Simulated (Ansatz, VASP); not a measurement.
**GaP: VASP beside Ansatz**

INCAR

```
SYSTEM = GaP
PREC = Accurate
ENCUT = 520
EDIFF = 1E-6
ISMEAR = 0
SIGMA = 0.05
LREAL = .FALSE.
LASPH = .TRUE.
NELM = 80
ALGO = Normal
ISIF = 2
LWAVE = .FALSE.
LCHARG = .FALSE.
GGA = CA
NBANDS = 26
```

File KPOINTS:

```
Automatic mesh
0
G
  12 12 12
  0 0 0
```

Contents of POSCAR:

```
GaP
1.0
    2.0984563895      1.2115443614      6.6880425043
   -2.0984563895      1.2115443614      6.6880425043
    0.0000000000     -2.4230887228      6.6880425043
Ga P
2 2
Direct
    0.4353720000      0.4353720000      0.4353720000
    0.5646280000      0.5646280000      0.5646280000
    0.0573890000      0.0573890000      0.0573890000
    0.9426110000      0.9426110000      0.9426110000
```

Input for Ansatz:

```yaml
crystal:
  lattice:
    - [2.0984563895, 1.2115443614, 6.6880425043]
    - [-2.0984563895, 1.2115443614, 6.6880425043]
    - [0.0, -2.4230887228, 6.6880425043]
  atoms:
    - { symbol: Ga, position: [0.435372, 0.435372, 0.435372] }
    - { symbol: Ga, position: [0.564628, 0.564628, 0.564628] }
    - { symbol: P, position: [0.057389, 0.057389, 0.057389] }
    - { symbol: P, position: [0.942611, 0.942611, 0.942611] }
basis:
  ecutwfc: 420
kpoints:
  mp_grid: { grid: [12, 12, 12] }
hamiltonian:
  xc: lda
scf:
  occupations: { method: gaussian, width: 0.05 }
output:
  forces: true
  stress: true
  eigenvalues: true
```

Change from the starting cell: strain +0.080 along x and y, +0.040 along z, atoms carried along.

Alike in both runs: task single point; functional LDA; k mesh 12 × 12 × 12; occupations gaussian, width 0.05 eV; no spin polarisation.

```csv
,VASP,Ansatz
version,VASP 6.6.1,Ansatz 0.2.0
potentials or method,"VASP PAW LDA potentials, release 64 (Ga_d, P), cutoff 520 eV","scalar-relativistic, plane waves, PAW"
valence electrons in the cell,36,36
```

```tsv
	VASP	Ansatz	Ansatz less VASP
gap on the k mesh at the Fermi level (eV)	none	none	-
pressure (GPa)	-11.6	-11.6	0.00
traceless stress, the component that is largest in VASP (GPa)	1.33	1.34	+0.019
rms of the force components (eV/Å)	0.105	0.100	-0.0049
```

LDA's correlation is that of Perdew and Zunger in VASP and of Perdew and Wang (1992) in Ansatz. Atom by atom the forces differ by 0.010 eV/Å (rms over components). A gap of «none» marks a metal or a gap that the smearing closes.
